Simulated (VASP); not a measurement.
# AlP (F-43m) in VASP: a series of runs

AlP is run at these levels: r2SCAN; tasks: single point, relaxation of cell and atoms.

Everything below comes from runs of VASP 6.6.1. Logs are shortened: lines on timing, memory, paths and dates and some standing lists are left out, and cuts for length are marked.

## (1) The cell of the first run

It takes space group F-43m (No. 216, cubic). The conventional cell has a = 5.478 Å, b = 5.478 Å, c = 5.478 Å, α = 90.00°, β = 90.00°, γ = 90.00°. Within 3.1 Å of Al (site symmetry -43m) lie 4 P at 2.37 Å. P (site symmetry -43m) has 4 Al at 2.37 Å within 3.1 Å.

## (2) Single point, r2SCAN

POSCAR reads:

```
AlP
1.0
    0.0000000000      2.7391850002      2.7391850002
    2.7391850002      0.0000000000      2.7391850002
    2.7391850002      2.7391850002      0.0000000000
Al P
1 1
Direct
    0.0000000000      0.0000000000      0.0000000000
    0.2500000000      0.2500000000      0.2500000000
```

INCAR.step1 reads:

```
PREC = Accurate ; ENCUT = 550
ISMEAR = 0 ; SIGMA = 0.01
LREAL = F ; LASPH = T
NELM = 120 ; NBANDS = 11
GGA = PE ; ALGO = Normal
EDIFF = 1E-5 ; LWAVE = T
LCHARG = F ; GGA_COMPAT = F
```

INCAR.step2 reads:

```
PREC = Accurate ; ENCUT = 550
EDIFF = 1E-6 ; ISMEAR = 0
SIGMA = 0.01 ; LREAL = F
LASPH = T ; NELM = 120
ALGO = Normal ; ISIF = 2
LWAVE = F ; LCHARG = T
METAGGA = R2SCAN ; LMIXTAU = T
LELF = T ; LVHAR = T
NBANDS = 11 ; ISTART = 1
GGA_COMPAT = F
```

KPOINTS reads:

```
Automatic mesh
0
Gamma
  8 8 8
```

Potentials or basis: VASP PAW PBE potentials, release 64 (Al, P).

The run is started by

```console
$ cat potpaw_PBE.64/Al/POTCAR potpaw_PBE.64/P/POTCAR > POTCAR
$ cp INCAR.step1 INCAR
$ mpirun -np 1 vasp_std > vasp.out
$ cp INCAR.step2 INCAR
$ mpirun -np 1 vasp_std > vasp.out
```

OUTCAR:

```text
PREC = Accurate
   ENCUT = 550
   EDIFF = 1E-6
   ISMEAR = 0
   LREAL = F
   LASPH = T
   NELM = 120
   ISIF = 2
   METAGGA = R2SCAN
   ISTART = 1

 ion  position               nearest neighbor table
   1  0.000  0.000  0.000-   2 2.37   2 2.37   2 2.37   2 2.37
   2  0.250  0.250  0.250-   1 2.37   1 2.37   1 2.37   1 2.37

  LATTYP: Found a face centered cubic cell.
 ALAT       =     5.4783700004

  Lattice vectors:

 A1 = (   0.0000000000,   2.7391850002,   2.7391850002)
 A2 = (   2.7391850002,   0.0000000000,   2.7391850002)
 A3 = (   2.7391850002,   2.7391850002,   0.0000000000)

Analysis of symmetry for initial positions (statically):
=====================================================================
 Subroutine PRICEL returns:
 Original cell was already a primitive cell.

 Routine SETGRP: Setting up the symmetry group for a
 face centered cubic supercell.

 Subroutine GETGRP returns: Found 24 space group operations
 (whereof 24 operations were pure point group operations)
 out of a pool of 48 trial point group operations.

The static configuration has the point symmetry T_d .

Analysis of symmetry for dynamics (positions and initial velocities):
=====================================================================
 Subroutine PRICEL returns:
 Original cell was already a primitive cell.

 Routine SETGRP: Setting up the symmetry group for a
 face centered cubic supercell.

 Subroutine GETGRP returns: Found 24 space group operations
 (whereof 24 operations were pure point group operations)
 out of a pool of 48 trial point group operations.

The dynamic configuration has the point symmetry T_d .

 Subroutine INISYM returns: Found 24 space group operations
 (whereof 24 operations are pure point group operations),
 and found     1 'primitive' translations

----------------------------------------------------------------------------------------

                                     Primitive cell

  volume of cell :      41.1049

  direct lattice vectors                    reciprocal lattice vectors
     0.000000000  2.739185000  2.739185000    -0.182536046  0.182536046  0.182536046
     2.739185000  0.000000000  2.739185000     0.182536046 -0.182536046  0.182536046
     2.739185000  2.739185000  0.000000000     0.182536046  0.182536046 -0.182536046

  length of vectors
     3.873792577  3.873792577  3.873792577     0.316161706  0.316161706  0.316161706

  position of ions in fractional coordinates (direct lattice)
     0.000000000  0.000000000  0.000000000
     0.250000000  0.250000000  0.250000000

  ion indices of the primitive-cell ions
   primitive index   ion index
                 1           1
                 2           2

----------------------------------------------------------------------------------------

 KPOINTS: Automatic mesh

Automatic generation of k-mesh.
 Grid dimensions read from file:
 generate k-points for:    8    8    8

 Generating k-lattice:

  Cartesian coordinates                     Fractional coordinates (reciprocal lattice)
    -0.022817006  0.022817006  0.022817006     0.125000000  0.000000000  0.000000000
     0.022817006 -0.022817006  0.022817006     0.000000000  0.125000000  0.000000000
     0.022817006  0.022817006 -0.022817006     0.000000000  0.000000000  0.125000000

  Length of vectors
     0.039520213  0.039520213  0.039520213

  Shift w.r.t. Gamma in fractional coordinates (k-lattice)
     0.000000000  0.000000000  0.000000000

 Subroutine IBZKPT returns following result:
 ===========================================

 Found     29 irreducible k-points:

 Following reciprocal coordinates:
            Coordinates               Weight
  0.000000  0.000000  0.000000      1.000000
  0.125000  0.000000  0.000000      8.000000
  0.250000  0.000000  0.000000      8.000000
  0.375000  0.000000  0.000000      8.000000
  0.500000  0.000000  0.000000      4.000000
  0.125000  0.125000  0.000000      6.000000
[... 16 lines left out ...]
  0.500000  0.250000  0.125000     48.000000
 -0.375000  0.250000  0.125000     24.000000
 [... further k-points ...]
   k-points           NKPTS =     29   k-points in BZ     NKDIM =     29   number of bands    NBANDS=     11
   number of dos      NEDOS =    301   number of ions     NIONS =      2
   total plane-waves  NPLWV =  27000
   dimension x,y,z NGX =    30 NGY =   30 NGZ =   30
   dimension x,y,z NGXF=    60 NGYF=   60 NGZF=   60
   ions per type =               1   1
   NGX,Y,Z   is equivalent  to a cutoff of  12.87, 12.87, 12.87 a.u.
   NGXF,Y,Z  is equivalent  to a cutoff of  25.75, 25.75, 25.75 a.u.
 SYSTEM =  unknown system
   PREC   = accura    normal or accurate (medium, high low for compatibility)
   ISTART =      1    job   : 0-new  1-cont  2-samecut
   ICHARG =      0    charge: 1-file 2-atom 10-const
   ISPIN  =      1    spin polarized calculation?
   LNONCOLLINEAR =      F non collinear calculations
   LSORBIT =      F    spin-orbit coupling
   LASPH  =      T    aspherical Exc in radial PAW
   ENCUT  =  550.0 eV  40.42 Ry    6.36 a.u.   7.41  7.41  7.41*2*pi/ulx,y,z
   NELM   =    120;   NELMIN=  2; NELMDL=  0     # of ELM steps
   EDIFF  = 0.1E-05   stopping-criterion for ELM
   LREAL  =      F    real-space projection
   EDIFFG = 0.1E-04   stopping-criterion for IOM
   NSW    =      0    number of steps for IOM
   IBRION =     -1    ionic relax: 0-MD 1-quasi-New 2-CG
   NFREE  =      0    steps in history (QN), initial steepest desc. (CG)
   ISIF   =      2    stress and relaxation
   ISYM   =      2    0-nonsym 1-usesym 2-fastsym
   POTIM  = 0.5000    time-step for ionic-motion
   TEBEG  =    0.0;   TEEND  =   0.0 temperature during run
   PSTRESS=    0.0 pullay stress
   NELECT =       8.0000    total number of electrons
   NUPDOWN=      -1.0000    fix difference up-down
   EMIN   =  10.00;   EMAX   =-10.00  energy-range for DOS
   EFERMI =   0.00;   METHOD = LEGACY
   ISMEAR =     0;   SIGMA  =   0.01  broadening in eV -4-tet -1-fermi 0-gaus
   EFERMI_NEDOS =   21; number of points for ismear=-14 and -15
   IALGO  =     38    algorithm
   IMIX   =      4    mixing-type and parameters
     AMIX     =   0.40;   BMIX     =  1.00
     AMIX_MAG =   1.60;   BMIX_MAG =  1.00
  volume/ion in A,a.u.               =      20.55       138.69
  Fermi-wavevector in a.u.,A,eV,Ry     =   0.948725  1.792829 12.246308  0.900078
  Thomas-Fermi vector in A             =   2.076940
   LORBIT       =      0    0 simple, 1 ext, 2 COOP (PROOUT), +10 PAW based schemes
   METAGGA = R2SCAN    functional components
   LHFCALC =     F    Hartree Fock is set to
   AEXX    =    0.0000 exact exchange contribution
   IVDW    =     0    specifies the selected vdW correction
   LEPSILON=     F    determine dielectric tensor
   LRPA    =     F    only Hartree local field effects (RPA)
 non-spin polarized calculation
 Gauss-broadening in eV      SIGMA  =   0.01
  energy-cutoff  :      550.00
  volume of cell :       41.10
 maximum number of plane-waves:      1243
 NGX is ok and might be reduce to    30
   NGX = 15   NGY = 15   NGZ = 15

 number of electron       7.9999999 magnetization

 Free energy of the ion-electron system (eV)
  ---------------------------------------------------
  ext. energy  EPLUGINS =         0.00000000
  ---------------------------------------------------
  free energy    TOTEN  =       -17.20950720 eV

  energy without entropy =      -17.20950720  energy(sigma->0) =      -17.20950720

 E-fermi :   4.4405     XC(G=0):  -9.5909

 val. band max:        4.3152847225   @ k =   0.0000   0.0000   0.0000
 cond. band min:       6.2437575080   @ k =   0.5000   0.5000   0.0000
 fundamental gap:      1.9284727855
 Fermi energy:         4.4404886706

 k-point     1 :       0.0000    0.0000    0.0000
  band No.  band energies     occupation
      1      -7.6149      2.00000
      2       4.3153      2.00000
      3       4.3153      2.00000
      4       4.3153      2.00000
      5       8.2256      0.00000
      6       9.2765      0.00000
      7       9.2765      0.00000
      8       9.2765      0.00000
      9      13.6142      0.00000
     10      13.6142      0.00000
     11      15.4370      0.00000

 k-point     2 :       0.1250    0.0000    0.0000
  band No.  band energies     occupation
      1      -7.4370      2.00000
      2       3.1056      2.00000
      3       4.1646      2.00000
      4       4.1646      2.00000
      5       8.5515      0.00000
      6       9.5707      0.00000
      7       9.5707      0.00000
      8       9.8970      0.00000
      9      13.1365      0.00000
     10      13.1365      0.00000
     11      16.0572      0.00000

 k-point     3 :       0.2500    0.0000    0.0000
  band No.  band energies     occupation
      1      -6.9373      2.00000
      2       1.1095      2.00000
      3       3.8625      2.00000
      4       3.8625      2.00000
      5       8.1254      0.00000
      6       9.8855      0.00000
      7       9.8855      0.00000
      8      11.8515      0.00000
      9      13.1414      0.00000
     10      13.1414      0.00000
     11      15.4364      0.00000

 k-point     4 :       0.3750    0.0000    0.0000
  band No.  band energies     occupation
      1      -6.2698      2.00000
      2      -0.5814      2.00000
      3       3.6186      2.00000
      4       3.6186      2.00000
      5       7.7404      0.00000
      6       9.6844      0.00000
      7       9.6844      0.00000
      8      13.1299      0.00000
      9      14.6083      0.00000
     10      14.6083      0.00000
     11      15.7361      0.00000

 k-point     5 :       0.5000    0.0000    0.0000
  band No.  band energies     occupation
      1      -5.8950      2.00000
      2      -1.3111      2.00000
      3       3.5297      2.00000
      4       3.5297      2.00000
      5       7.6023      0.00000
      6       9.5351      0.00000
      7       9.5351      0.00000
      8      13.2352      0.00000
      9      16.4513      0.00000
     10      16.4513      0.00000
     11      16.9942      0.00000
[... 211 lines left out ...]
 k-point    21 :       0.5000    0.5000    0.0000
  band No.  band energies     occupation
      1      -5.2154      2.00000
      2      -1.0822      2.00000
      3       2.1568      2.00000
      4       2.1568      2.00000
      5       6.2438      0.00000
      6       7.1633      0.00000
      7      16.2165      0.00000
      8      16.2165      0.00000
      9      17.0357      0.00000
     10      17.0357      0.00000
     11      17.2626      0.00000

 k-point    22 :       0.3750    0.2500    0.1250
  band No.  band energies     occupation
      1      -6.5148      2.00000
      2       0.7794      2.00000
      3       2.3960      2.00000
      4       3.3874      2.00000
      5       8.5734      0.00000
      6       9.6374      0.00000
      7      10.2124      0.00000
      8      11.6351      0.00000
      9      13.2382      0.00000
     10      15.7756      0.00000
     11      18.0582      0.00000

 k-point    23 :       0.5000    0.2500    0.1250
  band No.  band energies     occupation
      1      -5.9047      2.00000
      2      -0.3657      2.00000
      3       1.8243      2.00000
      4       2.9968      2.00000
      5       8.6781      0.00000
      6       9.5684      0.00000
      7      10.8486      0.00000
      8      11.9428      0.00000
      9      14.4253      0.00000
     10      16.4155      0.00000
     11      17.8818      0.00000

 k-point    24 :      -0.3750    0.2500    0.1250
  band No.  band energies     occupation
      1      -5.5737      2.00000
      2      -0.9389      2.00000
      3       1.6894      2.00000
      4       2.8045      2.00000
      5       8.6721      0.00000
      6       9.2974      0.00000
      7      11.7162      0.00000
      8      12.5629      0.00000
      9      13.9572      0.00000
     10      16.5007      0.00000
     11      17.8120      0.00000

 [... further k-points ...]
[... 5 lines left out ...]
  --------------------------------------------------------------------------------------
  -------------------------------------------------------------------------------------
  Total       -0.0745075     -0.0745075     -0.0745075      0.0000000      0.0000000      0.0000000
  in kB       -2.9041324     -2.9041324     -2.9041324      0.0000000      0.0000000      0.0000000
  external PRESSURE =      -2.9041324 kB  Pullay stress =       0.0000000 kB

 VOLUME and BASIS-vectors are now :
 -----------------------------------------------------------------------------
  energy-cutoff  :      550.00
  volume of cell :       41.10
      direct lattice vectors                 reciprocal lattice vectors
     0.000000000  2.739185000  2.739185000    -0.182536046  0.182536046  0.182536046
     2.739185000  0.000000000  2.739185000     0.182536046 -0.182536046  0.182536046
     2.739185000  2.739185000  0.000000000     0.182536046  0.182536046 -0.182536046

 POSITION                                       TOTAL-FORCE (eV/Angst)
 -----------------------------------------------------------------------------------
      0.00000      0.00000      0.00000         0.000000     -0.000000     -0.000000
      1.36959      1.36959      1.36959        -0.000000      0.000000      0.000000
 -----------------------------------------------------------------------------------
    total drift:                               -0.000000     -0.000000     -0.000000

  FREE ENERGIE OF THE ION-ELECTRON SYSTEM (eV)
  ---------------------------------------------------
  free  energy   TOTEN  =       -17.2095071972 eV

  energy  without entropy=      -17.2095071972  energy(sigma->0) =      -17.20950720
```

Wall time 44 s (1 thread of Intel Xeon Platinum 8375C at 2.90GHz (Ice Lake), shared host); peak memory 0.17 GiB.

Results:

| Property | Result |
| --- | --- |
| Free energy | -17.2095 eV |
| Pressure | -0.3 GPa |
| Band gap on the k mesh | 1.93 eV (least direct gap 3.91 eV) |

Caveat: the PAW data sets were made with another functional, which shifts forces and pressure a little. A k mesh can miss the band edges.

## (3) Relaxation of cell and atoms, r2SCAN

This run uses another cell than the first one, of 20.39 Å³/atom.

POSCAR reads:

```
AlP
1.0
    0.0000000000      2.7320000000      2.7320000000
    2.7320000000      0.0000000000      2.7320000000
    2.7320000000      2.7320000000      0.0000000000
Al P
1 1
Direct
    0.0000000000      0.0000000000      0.0000000000
    0.2500000000      0.2500000000      0.2500000000
```

INCAR.step1 reads:

```
SYSTEM = AlP
  PREC = Accurate
  ENCUT = 550
  ISMEAR = 0
  SIGMA = 0.02
  LREAL = .FALSE.
  LASPH = .TRUE.
  NELM = 120
  GGA = PE
  ALGO = Normal
  EDIFF = 1E-5
  LWAVE = .TRUE.
  LCHARG = .FALSE.
  GGA_COMPAT = .FALSE.
  IBRION = 2
  ISIF = 3
  EDIFFG = -0.005
  NELMIN = 4
  NSW = 100
```

INCAR.step2 reads:

```
SYSTEM = AlP
  PREC = Accurate
  ENCUT = 550
  EDIFF = 1E-7
  ISMEAR = 0
  SIGMA = 0.02
  LREAL = .FALSE.
  LASPH = .TRUE.
  NELM = 120
  ALGO = Normal
  ISIF = 3
  LWAVE = .FALSE.
  LCHARG = .FALSE.
  METAGGA = R2SCAN
  LMIXTAU = .TRUE.
  IBRION = 2
  NSW = 100
  EDIFFG = -0.002
  ISTART = 1
  GGA_COMPAT = .FALSE.
  NELMIN = 4
```

KPOINTS reads:

```
Automatic mesh
0
G
  8 8 8
  0 0 0
```

Potentials or basis: VASP PAW PBE potentials, release 64 (Al, P).

The run is started by

```console
$ cat potpaw_PBE.64/Al/POTCAR potpaw_PBE.64/P/POTCAR > POTCAR
$ cp INCAR.step1 INCAR
$ mpirun -np 1 vasp_std > vasp.out
$ cp INCAR.step2 INCAR
$ mpirun -np 1 vasp_std > vasp.out
```

Run time: 1.8 min. Hardware: 1 thread of Intel Xeon Platinum 8375C at 2.90GHz (Ice Lake), shared host; peak memory 0.17 GiB.

It converged, with:

```yaml
Free_energy: -17.2096 eV
Relaxed_volume: 20.49 Å³/atom
Relaxed_cell: a = 3.870 Å, b = 3.870 Å, c = 3.870 Å, α = 60.00°, β = 60.00°, γ = 60.00°
Space_group_after_relaxing_to_0.1_Å: F-43m (No. 216)
Energy_gained_by_relaxing: 0.1 meV/atom
Ionic_steps: 4
Pressure_after_relaxing: 0.0 GPa
Band_gap_on_the_k_mesh: 1.92 eV (least direct gap 3.94 eV)
```

Step by step:
| step | energy change (eV) | largest force (eV/Å) | pressure (GPa) | volume (Å³) |
| --- | --- | --- | --- | --- |
| 1 | 0.0000 | 0.0000 | 0.43 | 40.78 |
| 2 | -0.0001 | 0.0000 | -0.29 | 41.11 |
| 3 | -0.0002 | 0.0000 | 0.02 | 40.96 |
| 4 | -0.0002 | 0.0000 | 0.00 | 40.97 |

Final structure:
```
CELL_PARAMETERS angstrom
0.00000 2.73623 2.73623
2.73623 0.00000 2.73623
2.73623 2.73623 0.00000
ATOMIC_POSITIONS crystal
Al 0.00000 0.00000 0.00000
P 0.25000 0.25000 0.25000
```

Levels at points of the mesh, in eV from the valence-band top:
```csv
k point,band 1,band 2,band 3,band 4,band 5,band 6,band 7,band 8
"(0.00, 0.00, 0.00)",-11.95,0.00,0.00,0.00,3.94,4.97,4.97,4.97
"(0.50, 0.00, 0.00)",-10.22,-5.64,-0.79,-0.79,3.30,5.22,5.22,8.93
"(0.50, 0.50, 0.00)",-9.54,-5.41,-2.17,-2.17,1.92,2.85,11.93,11.93
```

Caveat: the PAW data sets were made with another functional, which shifts forces and pressure a little. A k mesh can miss the band edges.
